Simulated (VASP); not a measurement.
# SrH2Os2 in VASP: single point with r2SCAN

Aim: the single point of SrH2Os2 with r2SCAN.

All numbers are computed with VASP 6.6.1; they aren't measurements. Logs are shortened: lines on timing, memory, paths and dates and some standing lists are left out, and cuts for length are marked.

## 1. The cell of the first run

The typed cell holds 5 atoms: a = 4.459 Å, b = 4.459 Å, c = 4.653 Å, α = 90.00°, β = 90.00°, γ = 60.00°.

## 2. Single point, r2SCAN

Contents of POSCAR:

```
SrH2Os2
1.0
    2.2297300000      3.8620020000      0.0000000000
   -2.2297300000      3.8620020000      0.0000000000
    0.0000000000      0.0000000000      4.6527080000
H Os Sr
2 2 1
Direct
    0.3333000000      0.3334000000      0.0976000000
    0.6667000000      0.6666000000      0.9024000000
    0.3333000000      0.3334000000      0.4589000000
    0.6667000000      0.6666000000      0.5411000000
    0.0000000000      0.0000000000      0.0000000000
```

Contents of INCAR.step1:

```
PREC     = Accurate       # precision mode
ENCUT    = 520            # plane-wave cutoff, eV
ISMEAR   = -5             # smearing method
SIGMA    = 0.1            # smearing width, eV
LREAL    = False          # projectors in reciprocal space
LASPH    = True           # aspherical terms in the spheres
NELM     = 80             # most SCF steps
NBANDS   = 22             # bands
GGA      = PE             # functional
ALGO     = Normal         # electronic algorithm
EDIFF    = 1E-4           # SCF threshold, eV
LWAVE    = True           # write WAVECAR
LCHARG   = False          # write CHGCAR
```

Contents of INCAR.step2:

```
PREC     = Accurate       # precision mode
ENCUT    = 520            # plane-wave cutoff, eV
EDIFF    = 1E-7           # SCF threshold, eV
ISMEAR   = -5             # smearing method
SIGMA    = 0.1            # smearing width, eV
LREAL    = False          # projectors in reciprocal space
LASPH    = True           # aspherical terms in the spheres
NELM     = 80             # most SCF steps
ALGO     = Normal         # electronic algorithm
ISIF     = 2              # what is computed and relaxed
LWAVE    = False          # write WAVECAR
LCHARG   = False          # write CHGCAR
METAGGA  = R2SCAN         # meta-GGA
LMIXTAU  = True         
NBANDS   = 22             # bands
ISTART   = 1
```

Contents of KPOINTS:

```
regular mesh
0
Gamma
  7 7 6
```

Potentials or basis: VASP PAW PBE potentials, release 64 (H, Os, Sr_sv).

Command:

```console
cat potpaw_PBE.64/H/POTCAR potpaw_PBE.64/Os/POTCAR potpaw_PBE.64/Sr_sv/POTCAR > POTCAR
cp INCAR.step1 INCAR
mpirun -np 1 vasp_std > vasp.out
cp INCAR.step2 INCAR
mpirun -np 1 vasp_std > vasp.out
```

OUTCAR:

```text
PREC = Accurate
   ENCUT = 520
   EDIFF = 1E-7
   ISMEAR = -5
   LREAL = False
   LASPH = True
   NELM = 80
   ISIF = 2
   METAGGA = R2SCAN
   ISTART = 1

 ion  position               nearest neighbor table
   1  0.333  0.333  0.098-   3 1.68   5 2.61   5 2.61   5 2.61
   2  0.667  0.667  0.902-   4 1.68   5 2.61   5 2.61   5 2.61
   3  0.333  0.333  0.459-   1 1.68   4 2.60   4 2.60   4 2.60   5 3.34   5 3.34   5 3.34   5 3.60
                             5 3.60   5 3.60
   4  0.667  0.667  0.541-   2 1.68   3 2.60   3 2.60   3 2.60   5 3.34   5 3.34   5 3.34   5 3.60
                             5 3.60   5 3.60
   5  0.000  0.000  0.000-   2 2.61   1 2.61   2 2.61   1 2.61   2 2.61   1 2.61   3 3.34   4 3.34
                             4 3.34   3 3.34   4 3.34   3 3.34   4 3.60   3 3.60   3 3.60   4 3.60

  LATTYP: Found a hexagonal cell.
 ALAT       =     4.4594568415
 C/A-ratio  =     1.0433351337

  Lattice vectors:

 A1 = (   2.2297300000,  -3.8620020000,   0.0000000000)
 A2 = (   2.2297300000,   3.8620020000,   0.0000000000)
 A3 = (   0.0000000000,   0.0000000000,   4.6527080000)

Analysis of symmetry for initial positions (statically):
=====================================================================
 Subroutine PRICEL returns:
 Original cell was already a primitive cell.

 Routine SETGRP: Setting up the symmetry group for a
 hexagonal supercell.

 Subroutine GETGRP returns: Found  4 space group operations
 (whereof  4 operations were pure point group operations)
 out of a pool of 24 trial point group operations.

The static configuration has the point symmetry C_2h.

Analysis of symmetry for dynamics (positions and initial velocities):
=====================================================================
 Subroutine PRICEL returns:
 Original cell was already a primitive cell.

 Routine SETGRP: Setting up the symmetry group for a
 hexagonal supercell.

 Subroutine GETGRP returns: Found  4 space group operations
 (whereof  4 operations were pure point group operations)
 out of a pool of 24 trial point group operations.

The dynamic configuration has the point symmetry C_2h.

 Subroutine INISYM returns: Found  4 space group operations
 (whereof  4 operations are pure point group operations),
 and found     1 'primitive' translations

----------------------------------------------------------------------------------------

                                     Primitive cell

  volume of cell :      80.1310

  direct lattice vectors                    reciprocal lattice vectors
     2.229730000  3.862002000  0.000000000     0.224242397  0.129466531  0.000000000
    -2.229730000  3.862002000  0.000000000    -0.224242397  0.129466531  0.000000000
     0.000000000  0.000000000  4.652708000     0.000000000  0.000000000  0.214928596

  length of vectors
     4.459456841  4.459456841  4.652708000     0.258932878  0.258932878  0.214928596

  position of ions in fractional coordinates (direct lattice)
     0.333300000  0.333400000  0.097600000
     0.666700000  0.666600000  0.902400000
     0.333300000  0.333400000  0.458900000
     0.666700000  0.666600000  0.541100000
     0.000000000  0.000000000  0.000000000

  ion indices of the primitive-cell ions
   primitive index   ion index
                 1           1
                 2           2
                 3           3
                 4           4
                 5           5

----------------------------------------------------------------------------------------

 KPOINTS: regular mesh

Automatic generation of k-mesh.
 Grid dimensions read from file:
 generate k-points for:    7    7    6

 Generating k-lattice:

  Cartesian coordinates                     Fractional coordinates (reciprocal lattice)
     0.032034628  0.018495219  0.000000000     0.142857143  0.000000000  0.000000000
    -0.032034628  0.018495219  0.000000000     0.000000000  0.142857143  0.000000000
     0.000000000  0.000000000  0.035821433     0.000000000  0.000000000  0.166666667

  Length of vectors
     0.036990411  0.036990411  0.035821433

  Shift w.r.t. Gamma in fractional coordinates (k-lattice)
     0.000000000  0.000000000  0.000000000

 TETIRR: Found    878 inequivalent tetrahedra from     1764

 Subroutine IBZKPT returns following result:
 ===========================================

 Found     88 irreducible k-points:

 Following reciprocal coordinates:
            Coordinates               Weight
  0.000000  0.000000  0.000000      1.000000
  0.142857 -0.000000  0.000000      4.000000
 -0.000000  0.142857  0.000000      2.000000
  0.285714 -0.000000  0.000000      4.000000
 -0.000000  0.285714  0.000000      2.000000
  0.428571 -0.000000  0.000000      4.000000
[... 16 lines left out ...]
  0.285714  0.285714  0.166667      4.000000
 -0.000000  0.285714  0.166667      2.000000
 [... further k-points ...]
   k-points           NKPTS =     88   k-points in BZ     NKDIM =     88   number of bands    NBANDS=     22
   number of dos      NEDOS =    301   number of ions     NIONS =      5
   total plane-waves  NPLWV =  46656
   dimension x,y,z NGX =    36 NGY =   36 NGZ =   36
   dimension x,y,z NGXF=    72 NGYF=   72 NGZF=   72
   ions per type =               2   2   1
   NGX,Y,Z   is equivalent  to a cutoff of  13.42, 13.42, 12.86 a.u.
   NGXF,Y,Z  is equivalent  to a cutoff of  26.84, 26.84, 25.73 a.u.
 SYSTEM =  unknown system
   PREC   = accura    normal or accurate (medium, high low for compatibility)
   ISTART =      1    job   : 0-new  1-cont  2-samecut
   ICHARG =      0    charge: 1-file 2-atom 10-const
   ISPIN  =      1    spin polarized calculation?
   LNONCOLLINEAR =      F non collinear calculations
   LSORBIT =      F    spin-orbit coupling
   LASPH  =      T    aspherical Exc in radial PAW
   ENCUT  =  520.0 eV  38.22 Ry    6.18 a.u.   8.29  8.29  8.65*2*pi/ulx,y,z
   NELM   =     80;   NELMIN=  2; NELMDL=  0     # of ELM steps
   EDIFF  = 0.1E-06   stopping-criterion for ELM
   LREAL  =      F    real-space projection
   EDIFFG = 0.1E-05   stopping-criterion for IOM
   NSW    =      0    number of steps for IOM
   IBRION =     -1    ionic relax: 0-MD 1-quasi-New 2-CG
   NFREE  =      0    steps in history (QN), initial steepest desc. (CG)
   ISIF   =      2    stress and relaxation
   ISYM   =      2    0-nonsym 1-usesym 2-fastsym
   POTIM  = 0.5000    time-step for ionic-motion
   TEBEG  =    0.0;   TEEND  =   0.0 temperature during run
   PSTRESS=    0.0 pullay stress
   NELECT =      28.0000    total number of electrons
   NUPDOWN=      -1.0000    fix difference up-down
   EMIN   =  10.00;   EMAX   =-10.00  energy-range for DOS
   EFERMI =   0.00;   METHOD = LEGACY
   ISMEAR =    -5;   SIGMA  =   0.10  broadening in eV -4-tet -1-fermi 0-gaus
   EFERMI_NEDOS =   21; number of points for ismear=-14 and -15
   IALGO  =     38    algorithm
   IMIX   =      4    mixing-type and parameters
     AMIX     =   0.40;   BMIX     =  1.00
     AMIX_MAG =   1.60;   BMIX_MAG =  1.00
  volume/ion in A,a.u.               =      16.03       108.15
  Fermi-wavevector in a.u.,A,eV,Ry     =   1.153083  2.179011 18.090319  1.329601
  Thomas-Fermi vector in A             =   2.289730
   LORBIT       =      0    0 simple, 1 ext, 2 COOP (PROOUT), +10 PAW based schemes
   METAGGA = R2SCAN    functional components
   LHFCALC =     F    Hartree Fock is set to
   AEXX    =    0.0000 exact exchange contribution
   IVDW    =     0    specifies the selected vdW correction
   LEPSILON=     F    determine dielectric tensor
   LRPA    =     F    only Hartree local field effects (RPA)
 non-spin polarized calculation
 Fermi weights with tetrahedron method with Bloechl corrections
  energy-cutoff  :      520.00
  volume of cell :       80.13
 maximum number of plane-waves:      2177
 NGX is ok and might be reduce to    36
   NGX = 17   NGY = 17   NGZ = 17

 number of electron      28.0000000 magnetization

 Free energy of the ion-electron system (eV)
  ---------------------------------------------------
  ext. energy  EPLUGINS =         0.00000000
  ---------------------------------------------------
  free energy    TOTEN  =      -127.17317230 eV

  energy without entropy =     -127.17317230  energy(sigma->0) =     -127.17317230

 E-fermi :   3.6888     XC(G=0): -11.1516

 val. band max:        3.7274502307   @ k =  -0.1429   0.4286   0.1667
 cond. band min:       3.6266699270   @ k =   0.0000   0.0000   0.3333
 fundamental gap:     -0.1007803036
 Fermi energy:         3.6888130692

 k-point     1 :       0.0000    0.0000    0.0000
  band No.  band energies     occupation
      1     -32.4514      2.00000
      2     -13.8996      2.00000
      3     -13.8994      2.00000
      4     -13.7976      2.00000
      5      -4.6909      2.00000
      6      -1.7384      2.00000
[... 14 lines left out ...]
     21       9.9091      0.00000
     22       9.9104      0.00000

 k-point     2 :       0.1429   -0.0000    0.0000
  band No.  band energies     occupation
      1     -32.4500      2.00000
      2     -13.9357      2.00000
      3     -13.9049      2.00000
      4     -13.7957      2.00000
      5      -4.4609      2.00000
      6      -1.6749      2.00000
[... 14 lines left out ...]
     21       9.9242      0.00000
     22      10.4050      0.00000

 k-point     3 :      -0.0000    0.1429    0.0000
  band No.  band energies     occupation
      1     -32.4500      2.00000
      2     -13.9356      2.00000
      3     -13.9050      2.00000
      4     -13.7957      2.00000
      5      -4.4609      2.00000
      6      -1.6748      2.00000
[... 14 lines left out ...]
     21       9.9233      0.00000
     22      10.4057      0.00000

 k-point     4 :       0.2857   -0.0000    0.0000
  band No.  band energies     occupation
      1     -32.4467      2.00000
      2     -14.0141      2.00000
      3     -13.9172      2.00000
      4     -13.7915      2.00000
      5      -3.8781      2.00000
      6      -2.1283      2.00000
[... 14 lines left out ...]
     21       9.9471      0.00000
     22      10.1820      0.00000

 k-point     5 :      -0.0000    0.2857    0.0000
  band No.  band energies     occupation
      1     -32.4467      2.00000
      2     -14.0141      2.00000
      3     -13.9173      2.00000
      4     -13.7915      2.00000
      5      -3.8781      2.00000
      6      -2.1281      2.00000
[... 417 lines left out ...]
 k-point    22 :       0.2857   -0.0000    0.1667
  band No.  band energies     occupation
      1     -32.4463      2.00000
      2     -14.0102      2.00000
      3     -13.9173      2.00000
      4     -13.8072      2.00000
      5      -3.6465      2.00000
      6      -2.0472      2.00000
[... 14 lines left out ...]
     21       9.9334      0.00000
     22      10.6710      0.00000

 k-point    23 :       0.2857    0.2857    0.1667
  band No.  band energies     occupation
      1     -32.4463      2.00000
      2     -14.0095      2.00000
      3     -13.9173      2.00000
      4     -13.8070      2.00000
      5      -3.6915      2.00000
      6      -1.9841      2.00000
[... 14 lines left out ...]
     21       9.5048      0.00000
     22      10.3420      0.00000

 k-point    24 :      -0.0000    0.2857    0.1667
  band No.  band energies     occupation
      1     -32.4463      2.00000
      2     -14.0102      2.00000
      3     -13.9174      2.00000
      4     -13.8071      2.00000
      5      -3.6465      2.00000
      6      -2.0469      2.00000
[... 14 lines left out ...]
     21       9.9332      0.00000
     22      10.6711      0.00000

 [... further k-points ...]

------------------------ aborting loop because EDIFF is reached ----------------------------------------

  FORCE on cell =-STRESS in cart. coord.  units (eV):
  Direction    XX          YY          ZZ          XY          YZ          ZX
  --------------------------------------------------------------------------------------
  -------------------------------------------------------------------------------------
  Total       -7.3925966     -7.3978928     -1.9621198     -0.0045987     -0.0031268      0.0054157
  in kB     -147.8110928   -147.9169864    -39.2315555     -0.0919484     -0.0625190      0.1082842
  external PRESSURE =    -111.6532116 kB  Pullay stress =       0.0000000 kB

 VOLUME and BASIS-vectors are now :
 -----------------------------------------------------------------------------
  energy-cutoff  :      520.00
  volume of cell :       80.13
      direct lattice vectors                 reciprocal lattice vectors
     2.229730000  3.862002000  0.000000000     0.224242397  0.129466531  0.000000000
    -2.229730000  3.862002000  0.000000000    -0.224242397  0.129466531  0.000000000
     0.000000000  0.000000000  4.652708000     0.000000000  0.000000000  0.214928596

 POSITION                                       TOTAL-FORCE (eV/Angst)
 -----------------------------------------------------------------------------------
     -0.00022      2.57480      0.45410         0.000530     -0.000306      0.845788
      0.00022      5.14921      4.19860        -0.000530      0.000306     -0.845788
     -0.00022      2.57480      2.13513        -0.014838      0.008566     -1.250475
      0.00022      5.14921      2.51758         0.014838     -0.008566      1.250475
      0.00000      0.00000      0.00000         0.000000     -0.000000      0.000000
 -----------------------------------------------------------------------------------
    total drift:                                0.000000      0.000000      0.000000

  FREE ENERGIE OF THE ION-ELECTRON SYSTEM (eV)
  ---------------------------------------------------
  free  energy   TOTEN  =      -127.1731722991 eV

  energy  without entropy=     -127.1731722991  energy(sigma->0) =     -127.17317230
```

Run time: 13 min. Hardware: 1 thread of Intel Xeon Platinum 8375C at 2.90GHz (Ice Lake), shared host; peak memory 0.33 GiB.

What came out:

```
Free energy            : -127.1732 eV
Pressure               : -11.2 GPa
Largest force          : 1.251 eV/Å
Band gap on the k mesh : zero (bands 14 and 15 overlap by 0.63 eV)
```

Forces on the atoms (eV/Å):
```
H    0.001  0.000  0.846
H   -0.001  0.000 -0.846
Os  -0.015  0.009 -1.250
Os   0.015 -0.009  1.250
Sr   0.000  0.000  0.000
```

Stress tensor (GPa, compression positive):
```
-14.78  -0.01   0.01
 -0.01 -14.79  -0.01
  0.01  -0.01  -3.92
```

Levels at points of the mesh, in eV from the Fermi level:
```csv
k point,band 11,band 12,band 13,band 14,band 15,band 16,band 17,band 18
"(0.00, 0.00, 0.00)",-2.51,-1.49,-1.49,-0.42,-0.42,0.85,2.83,3.00
"(0.00, 0.00, 0.50)",-2.43,-1.92,-1.92,-1.36,0.02,0.02,1.17,4.82
```

Caveat: the cell stands under tension; the PAW data sets were made with another functional, which shifts forces and pressure a little; spin-orbit coupling is left out, which moves the levels of the heavy elements; tetrahedron occupations give inexact forces and stress in metals.
